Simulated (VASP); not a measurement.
A run of VASP 6.6.1:

Contents of INCAR:

```
SYSTEM = Sb3Se
  PREC = Accurate
  ENCUT = 520
  EDIFF = 1E-7
  ISMEAR = 0
  SIGMA = 0.1
  LREAL = .False.
  LASPH = .True.
  NELM = 60
  ALGO = Normal
  ISIF = 2
  LWAVE = .False.
  LCHARG = .True.
  GGA = PE
  LELF = .True.
  LVHAR = .True.
  NBANDS = 31
```

File KPOINTS:

```
Automatic mesh
0
Gamma
  4 4 4
  0 0 0
```

Contents of POSCAR:

```
Sb3Se
1.0
    5.9624267371      0.0000000000      0.0000000000
    0.0000000000      5.9624267371      0.0000000000
    0.0000000000      0.0000000000      5.9624267371
Sb Se
6 2
Direct
    0.2500000000      0.0000000000      0.5000000000
    0.5000000000      0.7500000000      0.0000000000
    0.7500000000      0.0000000000      0.5000000000
    0.5000000000      0.2500000000      0.0000000000
    0.0000000000      0.5000000000      0.7500000000
    0.0000000000      0.5000000000      0.2500000000
    0.0000000000      0.0000000000      0.0000000000
    0.5000000000      0.5000000000      0.5000000000
```

Potentials or basis: VASP PAW PBE potentials, release 64 (Sb, Se).

Command:

```sh
$ cat potpaw_PBE.64/Sb/POTCAR potpaw_PBE.64/Se/POTCAR > POTCAR
$ mpirun -np 1 vasp_std > vasp.out
```

Hardware: 1 thread of Intel(R) Xeon(R) 6975P-C (Granite Rapids) (shared host).

How long does it take, and how much memory?

Run time: 34 s on 1 thread of Intel(R) Xeon(R) 6975P-C (Granite Rapids), on a shared host, peak memory 0.33 GiB. Counts: scf iterations 13, k points 10.
